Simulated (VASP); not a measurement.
A run of VASP 6.6.1:

INCAR

```
SYSTEM = BP2
  ALGO = Normal
  EDIFF = 1E-7
  ENCUT = 520
  GGA = PE
  ISIF = 2
  ISMEAR = -1
  LASPH = .True.
  LCHARG = .False.
  LREAL = .False.
  LWAVE = .False.
  NBANDS = 14
  NELM = 80
  PREC = Accurate
  SIGMA = 0.05
```

Contents of KPOINTS:

```
k-points
0
Gamma
  10 10 1
  0 0 0
```

Contents of POSCAR:

```
BP2
1.0
    2.9756400000      0.0000000000      0.0000000000
   -1.4878200000      2.5769800000      0.0000000000
    0.0000000000      0.0000000000     29.0535300000
B P
1 2
Direct
    0.0000000000      0.0000000000      0.2757200000
    0.6666700000      0.3333300000      0.3162800000
    0.3333300000      0.6666700000      0.2351600000
```

Potentials or basis: VASP PAW PBE potentials, release 64 (B, P).

Command:

```console
$ cat potpaw_PBE.64/B/POTCAR potpaw_PBE.64/P/POTCAR > POTCAR
$ mpirun -np 1 vasp_std > vasp.out
```

Hardware: 1 thread of Intel(R) Xeon(R) Platinum 8375C CPU @ 2.90GHz (Ice Lake), on a shared host.

Task: How long does it take, and how much memory?

Result: It took 2.2 min on 1 thread of Intel(R) Xeon(R) Platinum 8375C CPU @ 2.90GHz (Ice Lake), with other jobs on the host, peak memory 0.38 GiB. Counts: scf iterations 23, k points 31.
